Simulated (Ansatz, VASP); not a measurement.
## Ir: VASP beside Ansatz

```
CELL_PARAMETERS angstrom
0.00000 1.92279 1.92279
1.92279 0.00000 1.92279
1.92279 1.92279 0.00000
ATOMIC_POSITIONS crystal
Ir 0.00000 0.00000 0.00000
```

Alike in both runs: task single point; functional LDA; k mesh 14 × 14 × 14; occupations fermi-dirac, width 0.1 eV; no spin polarisation.

```csv
,VASP,Ansatz
version,VASP 6.6.1,Ansatz 0.2.0
potentials or method,"VASP PAW LDA potentials, release 64 (Ir_sv_GW)","PAW with Ansatz's default frozen-core files, scalar-relativistic"
plane-wave cutoff (eV),560,420
valence electrons in the cell,17,17
```

|  | VASP | Ansatz | Ansatz less VASP |
| --- | --- | --- | --- |
| pressure (GPa) | -10.3 | -9.9 | +0.41 |

LDA's correlation is that of Perdew and Zunger in VASP and of Perdew and Wang (1992) in Ansatz. Ansatz's warnings: optics on partly filled bands.

Spin-orbit coupling is off throughout.
